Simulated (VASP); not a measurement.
# Ca3CdF8 (Cmmm) in VASP: settings compared

Ca3CdF8 is run at these levels: PBEsol, PBE; tasks: single point.

All numbers are computed with VASP 6.6.1; they aren't measurements. Logs are shortened: lines on timing, memory, paths and dates and some standing lists are left out, and cuts for length are marked.

**1. The cell of the first run**

It takes space group Cmmm (No. 65, orthorhombic). Conventional cell: a = 7.661 Å, b = 10.825 Å, c = 3.826 Å, α = 90.00°, β = 90.00°, γ = 90.00°. Cd (site symmetry mmm) has 8 F at 2.34 Å within 3.1 Å. Within 3.1 Å of F (site symmetry m2m) lie 4 Ca at 2.34 to 2.35 Å and 6 F at 2.71 Å. F (site symmetry m2m) has 2 Cd at 2.34 Å and 2 Ca at 2.35 Å and 6 F at 2.70 to 2.71 Å within 3.1 Å. F (site symmetry m) has 1 Cd at 2.34 Å and 3 Ca at 2.34 to 2.35 Å and 6 F at 2.70 to 2.71 Å within 3.1 Å. Within 3.1 Å of Ca (site symmetry 2/m) lie 8 F at 2.34 to 2.35 Å. Ca (site symmetry mmm) has 8 F at 2.35 Å within 3.1 Å.

**2. Single point, PBEsol**

Input file INCAR:

```
PREC = Accurate
ENCUT = 520
EDIFF = 1E-7
ISMEAR = -1
SIGMA = 0.02
LREAL = F
LASPH = T
NELM = 100
ALGO = Normal
ISIF = 2
LWAVE = F
LCHARG = F
GGA = PS
NBANDS = 61
```

Input file KPOINTS:

```
Automatic mesh
0
Gamma
  4 4 6
```

Input file POSCAR:

```
Ca3CdF8
1.0
    3.8305262381     -5.4126885288      0.0000000000
    3.8305262381      5.4126885288      0.0000000000
    0.0000000000      0.0000000000      3.8258727040
Cd F Ca
1 8 3
Direct
    0.0000000000      0.0000000000      0.0000000000
    0.3746364524      0.6253635476      0.5000000000
    0.1246742890      0.8753257110      0.5000000000
    0.8754569653      0.6255436541      0.0000000000
    0.6255436541      0.8754569653      0.0000000000
    0.3744563459      0.1245430347      0.0000000000
    0.1245430347      0.3744563459      0.0000000000
    0.8753257110      0.1246742890      0.5000000000
    0.6253635476      0.3746364524      0.5000000000
    0.5000000000      0.0000000000      0.5000000000
    0.0000000000      0.5000000000      0.5000000000
    0.5000000000      0.5000000000      0.0000000000
```

Potentials or basis: VASP PAW PBE potentials, release 64 (Cd, F, Ca_sv).

The run is started by

```console
> cat potpaw_PBE.64/Cd/POTCAR potpaw_PBE.64/F/POTCAR potpaw_PBE.64/Ca_sv/POTCAR > POTCAR
> mpirun -np 1 vasp_std > vasp.out
```

OUTCAR:

```text
PREC = Accurate
   ENCUT = 520
   EDIFF = 1E-7
   ISMEAR = -1
   LREAL = F
   LASPH = T
   NELM = 100
   ISIF = 2
   GGA = PS

 ion  position               nearest neighbor table
   1  0.000  0.000  0.000-   3 2.34   8 2.34   3 2.34   8 2.34   7 2.34   4 2.34   5 2.34   6 2.34

   2  0.375  0.625  0.500-  10 2.34  11 2.34  12 2.35  12 2.35
   3  0.125  0.875  0.500-   1 2.34   1 2.34  11 2.35  10 2.35
   4  0.875  0.626  0.000-   1 2.34  11 2.34  11 2.34  12 2.35
   5  0.626  0.875  0.000-   1 2.34  10 2.34  10 2.34  12 2.35
   6  0.374  0.125  0.000-   1 2.34  10 2.34  10 2.34  12 2.35
   7  0.125  0.374  0.000-   1 2.34  11 2.34  11 2.34  12 2.35
   8  0.875  0.125  0.500-   1 2.34   1 2.34  11 2.35  10 2.35
   9  0.625  0.375  0.500-  10 2.34  11 2.34  12 2.35  12 2.35
  10  0.500  0.000  0.500-   2 2.34   9 2.34   6 2.34   5 2.34   5 2.34   6 2.34   8 2.35   3 2.35

  11  0.000  0.500  0.500-   2 2.34   9 2.34   7 2.34   4 2.34   4 2.34   7 2.34   8 2.35   3 2.35

  12  0.500  0.500  0.000-   2 2.35   9 2.35   2 2.35   9 2.35   7 2.35   4 2.35   5 2.35   6 2.35

  LATTYP: Found a base centered orthorhombic cell.
 ALAT       =     7.6610524762
 B/A-ratio  =     1.4130404525
 C/A-ratio  =     0.4993925725

  Lattice vectors:

 A1 = (   3.8305262381,  -5.4126885288,   0.0000000000)
 A2 = (   3.8305262381,   5.4126885288,   0.0000000000)
 A3 = (   0.0000000000,   0.0000000000,   3.8258727040)

Analysis of symmetry for initial positions (statically):
=====================================================================
 Subroutine PRICEL returns:
 Original cell was already a primitive cell.

 Routine SETGRP: Setting up the symmetry group for a
 base centered orthorhombic supercell.

 Subroutine GETGRP returns: Found  8 space group operations
 (whereof  8 operations were pure point group operations)
 out of a pool of  8 trial point group operations.

The static configuration has the point symmetry D_2h.

Analysis of symmetry for dynamics (positions and initial velocities):
=====================================================================
 Subroutine PRICEL returns:
 Original cell was already a primitive cell.

 Routine SETGRP: Setting up the symmetry group for a
 base centered orthorhombic supercell.

 Subroutine GETGRP returns: Found  8 space group operations
 (whereof  8 operations were pure point group operations)
 out of a pool of  8 trial point group operations.

The dynamic configuration has the point symmetry D_2h.

 Subroutine INISYM returns: Found  8 space group operations
 (whereof  8 operations are pure point group operations),
 and found     1 'primitive' translations

----------------------------------------------------------------------------------------

                                     Primitive cell

  volume of cell :     158.6470

  direct lattice vectors                    reciprocal lattice vectors
     3.830526238 -5.412688529  0.000000000     0.130530368 -0.092375535  0.000000000
     3.830526238  5.412688529  0.000000000     0.130530368  0.092375535  0.000000000
     0.000000000  0.000000000  3.825872704     0.000000000  0.000000000  0.261378273

  length of vectors
     6.630997540  6.630997540  3.825872704     0.159910652  0.159910652  0.261378273

  position of ions in fractional coordinates (direct lattice)
     0.000000000  0.000000000  0.000000000
     0.374636452  0.625363548  0.500000000
     0.124674289  0.875325711  0.500000000
     0.875456965  0.625543654  0.000000000
     0.625543654  0.875456965  0.000000000
     0.374456346  0.124543035  0.000000000
     0.124543035  0.374456346  0.000000000
     0.875325711  0.124674289  0.500000000
     0.625363548  0.374636452  0.500000000
     0.500000000  0.000000000  0.500000000
     0.000000000  0.500000000  0.500000000
     0.500000000  0.500000000  0.000000000

  ion indices of the primitive-cell ions
   primitive index   ion index
                 1           1
                 2           2
                 3           3
                 4           4
                 5           5
                 6           6
                 7           7
                 8           8
                 9           9
                10          10
                11          11
                12          12

----------------------------------------------------------------------------------------

 KPOINTS: Automatic mesh

Automatic generation of k-mesh.
 Grid dimensions read from file:
 generate k-points for:    4    4    6

 Generating k-lattice:

  Cartesian coordinates                     Fractional coordinates (reciprocal lattice)
     0.032632592 -0.023093884  0.000000000     0.250000000  0.000000000  0.000000000
     0.032632592  0.023093884  0.000000000     0.000000000  0.250000000  0.000000000
     0.000000000  0.000000000  0.043563045     0.000000000  0.000000000  0.166666667

  Length of vectors
     0.039977663  0.039977663  0.043563045

  Shift w.r.t. Gamma in fractional coordinates (k-lattice)
     0.000000000  0.000000000  0.000000000

 Subroutine IBZKPT returns following result:
 ===========================================

 Found     28 irreducible k-points:

 Following reciprocal coordinates:
            Coordinates               Weight
  0.000000  0.000000  0.000000      1.000000
  0.250000  0.000000  0.000000      4.000000
  0.500000  0.000000  0.000000      2.000000
  0.250000  0.250000  0.000000      2.000000
  0.500000  0.250000  0.000000      4.000000
 -0.250000  0.250000  0.000000      2.000000
[... 16 lines left out ...]
  0.250000  0.000000  0.500000      4.000000
  0.500000  0.000000  0.500000      2.000000
 [... further k-points ...]
   k-points           NKPTS =     28   k-points in BZ     NKDIM =     28   number of bands    NBANDS=     61
   number of dos      NEDOS =    301   number of ions     NIONS =     12
   total plane-waves  NPLWV =  70000
   dimension x,y,z NGX =    50 NGY =   50 NGZ =   28
   dimension x,y,z NGXF=   100 NGYF=  100 NGZF=   56
   ions per type =               1   8   3
   NGX,Y,Z   is equivalent  to a cutoff of  12.54, 12.54, 12.17 a.u.
   NGXF,Y,Z  is equivalent  to a cutoff of  25.07, 25.07, 24.33 a.u.
 SYSTEM =  unknown system
   PREC   = accura    normal or accurate (medium, high low for compatibility)
   ISTART =      0    job   : 0-new  1-cont  2-samecut
   ICHARG =      2    charge: 1-file 2-atom 10-const
   ISPIN  =      1    spin polarized calculation?
   LNONCOLLINEAR =      F non collinear calculations
   LSORBIT =      F    spin-orbit coupling
   LASPH  =      T    aspherical Exc in radial PAW
   ENCUT  =  520.0 eV  38.22 Ry    6.18 a.u.  12.33 12.33  7.11*2*pi/ulx,y,z
   NELM   =    100;   NELMIN=  2; NELMDL= -5     # of ELM steps
   EDIFF  = 0.1E-06   stopping-criterion for ELM
   LREAL  =      F    real-space projection
   EDIFFG = 0.1E-05   stopping-criterion for IOM
   NSW    =      0    number of steps for IOM
   IBRION =     -1    ionic relax: 0-MD 1-quasi-New 2-CG
   NFREE  =      0    steps in history (QN), initial steepest desc. (CG)
   ISIF   =      2    stress and relaxation
   ISYM   =      2    0-nonsym 1-usesym 2-fastsym
   POTIM  = 0.5000    time-step for ionic-motion
   TEBEG  =    0.0;   TEEND  =   0.0 temperature during run
   PSTRESS=    0.0 pullay stress
   NELECT =      98.0000    total number of electrons
   NUPDOWN=      -1.0000    fix difference up-down
   EMIN   =  10.00;   EMAX   =-10.00  energy-range for DOS
   EFERMI =   0.00;   METHOD = LEGACY
   ISMEAR =    -1;   SIGMA  =   0.02  broadening in eV -4-tet -1-fermi 0-gaus
   EFERMI_NEDOS =   21; number of points for ismear=-14 and -15
   IALGO  =     38    algorithm
   IMIX   =      4    mixing-type and parameters
     AMIX     =   0.40;   BMIX     =  1.00
     AMIX_MAG =   1.60;   BMIX_MAG =  1.00
  volume/ion in A,a.u.               =      13.22        89.22
  Fermi-wavevector in a.u.,A,eV,Ry     =   1.394246  2.634744 26.448678  1.943923
  Thomas-Fermi vector in A             =   2.517814
   LORBIT       =      0    0 simple, 1 ext, 2 COOP (PROOUT), +10 PAW based schemes
   GGA     = PS    functional components
   LHFCALC =     F    Hartree Fock is set to
   AEXX    =    0.0000 exact exchange contribution
   IVDW    =     0    specifies the selected vdW correction
   LEPSILON=     F    determine dielectric tensor
   LRPA    =     F    only Hartree local field effects (RPA)
 non-spin polarized calculation
  energy-cutoff  :      520.00
  volume of cell :      158.65
 maximum number of plane-waves:      4316
 NGX is ok and might be reduce to    50
   NGX = 25   NGY = 25   NGZ = 15

 number of electron      98.0000008 magnetization

 Free energy of the ion-electron system (eV)
  ---------------------------------------------------
  ext. energy  EPLUGINS =         0.00000000
  ---------------------------------------------------
  free energy    TOTEN  =       -65.27858374 eV

  energy without entropy =      -65.27858374  energy(sigma->0) =      -65.27858374

 E-fermi :  -0.5067     XC(G=0): -10.1822

 val. band max:       -1.0206229006   @ k =   0.0000   0.0000   0.5000
 cond. band min:       4.1519119717   @ k =   0.0000   0.0000   0.0000
 fundamental gap:      5.1725348722
 Fermi energy:        -0.5066543902

 k-point     1 :       0.0000    0.0000    0.0000
  band No.  band energies     occupation
      1     -36.8693      2.00000
      2     -36.8231      2.00000
      3     -36.8196      2.00000
      4     -21.3671      2.00000
      5     -21.1724      2.00000
      6     -21.1169      2.00000
[... 53 lines left out ...]
     60       8.9421      0.00000
     61       9.0669      0.00000

 k-point     2 :       0.2500    0.0000    0.0000
  band No.  band energies     occupation
      1     -36.8668      2.00000
      2     -36.8242      2.00000
      3     -36.8209      2.00000
      4     -21.3276      2.00000
      5     -21.2491      2.00000
      6     -21.0925      2.00000
[... 1406 lines left out ...]
      5     -21.2560      2.00000
      6     -21.1475      2.00000
[... 53 lines left out ...]
     60       9.0824      0.00000
     61       9.2024      0.00000

 [... further k-points ...]

------------------------ aborting loop because EDIFF is reached ----------------------------------------

  FORCE on cell =-STRESS in cart. coord.  units (eV):
  Direction    XX          YY          ZZ          XY          YZ          ZX
  --------------------------------------------------------------------------------------
  -------------------------------------------------------------------------------------
  Total        0.3666838      0.3798374      0.3539167      0.0000000      0.0000000      0.0000000
  in kB        3.7031418      3.8359797      3.5742066      0.0000000      0.0000000      0.0000000
  external PRESSURE =       3.7044427 kB  Pullay stress =       0.0000000 kB

 VOLUME and BASIS-vectors are now :
 -----------------------------------------------------------------------------
  energy-cutoff  :      520.00
  volume of cell :      158.65
      direct lattice vectors                 reciprocal lattice vectors
     3.830526238 -5.412688529  0.000000000     0.130530368 -0.092375535  0.000000000
     3.830526238  5.412688529  0.000000000     0.130530368  0.092375535  0.000000000
     0.000000000  0.000000000  3.825872704     0.000000000  0.000000000  0.261378273

 POSITION                                       TOTAL-FORCE (eV/Angst)
 -----------------------------------------------------------------------------------
      0.00000      0.00000      0.00000        -0.000000      0.000000     -0.000000
      3.83053      1.35711      1.91294        -0.000000      0.000252     -0.000000
      3.83053      4.06304      1.91294        -0.000000     -0.017715      0.000000
      5.74962     -1.35270      0.00000        -0.012695     -0.008458      0.000000
      5.74962      1.35270      0.00000        -0.012695      0.008458      0.000000
      1.91143     -1.35270      0.00000         0.012695     -0.008458     -0.000000
      1.91143      1.35270      0.00000         0.012695      0.008458     -0.000000
      3.83053     -4.06304      1.91294        -0.000000      0.017715     -0.000000
      3.83053     -1.35711      1.91294        -0.000000     -0.000252     -0.000000
      1.91526     -2.70634      1.91294        -0.000000      0.000000     -0.000000
      1.91526      2.70634      1.91294        -0.000000      0.000000     -0.000000
      3.83053      0.00000      0.00000        -0.000000      0.000000     -0.000000
 -----------------------------------------------------------------------------------
    total drift:                                0.000000     -0.000000     -0.000000

  FREE ENERGIE OF THE ION-ELECTRON SYSTEM (eV)
  ---------------------------------------------------
  free  energy   TOTEN  =       -65.2785837426 eV

  energy  without entropy=      -65.2785837426  energy(sigma->0) =      -65.27858374
```

It took 4.1 min on 1 thread of Intel Xeon Platinum 8488C (Sapphire Rapids), shared host; peak memory 0.38 GiB.

Results:

```
Free energy            : -65.2786 eV
Pressure               : 0.4 GPa
Largest force          : 0.018 eV/Å
Band gap on the k mesh : 5.17 eV (least direct gap 5.23 eV)
```

Forces in eV/Å, atoms in the order of the input:
```
Cd   0.000  0.000  0.000
F    0.000  0.000  0.000
F    0.000 -0.018  0.000
F   -0.013 -0.008  0.000
F   -0.013  0.008  0.000
F    0.013 -0.008  0.000
F    0.013  0.008  0.000
F    0.000  0.018  0.000
F    0.000  0.000  0.000
Ca   0.000  0.000  0.000
Ca   0.000  0.000  0.000
Ca   0.000  0.000  0.000
```

Levels at points of the mesh, in eV from the valence-band top:
| k point | band 45 | band 46 | band 47 | band 48 | band 49 | band 50 | band 51 | band 52 | band 53 | band 54 |
| --- | --- | --- | --- | --- | --- | --- | --- | --- | --- | --- |
| (0.00, 0.00, 0.00) | -0.48 | -0.48 | -0.24 | -0.18 | -0.06 | 5.17 | 8.15 | 9.13 | 9.14 | 9.23 |
| (0.50, 0.00, 0.00) | -0.65 | -0.64 | -0.38 | -0.23 | -0.10 | 5.88 | 8.01 | 8.35 | 8.73 | 9.17 |
| (0.50, 0.50, 0.00) | -0.52 | -0.47 | -0.42 | -0.06 | -0.04 | 6.08 | 8.09 | 8.46 | 8.69 | 9.13 |
| (0.00, 0.00, 0.50) | -0.46 | -0.29 | -0.27 | -0.19 | 0.00 | 7.29 | 8.28 | 8.43 | 8.68 | 9.22 |
| (0.50, 0.00, 0.50) | -0.60 | -0.59 | -0.37 | -0.14 | -0.10 | 7.40 | 8.32 | 8.35 | 8.66 | 9.18 |
| (0.50, 0.50, 0.50) | -0.32 | -0.21 | -0.20 | -0.17 | -0.03 | 7.16 | 8.31 | 8.33 | 9.31 | 9.33 |

Caveat: the PAW data sets were made with another functional, which shifts forces and pressure a little. A k mesh can miss the band edges.

(Continued in part 2 of 2.)
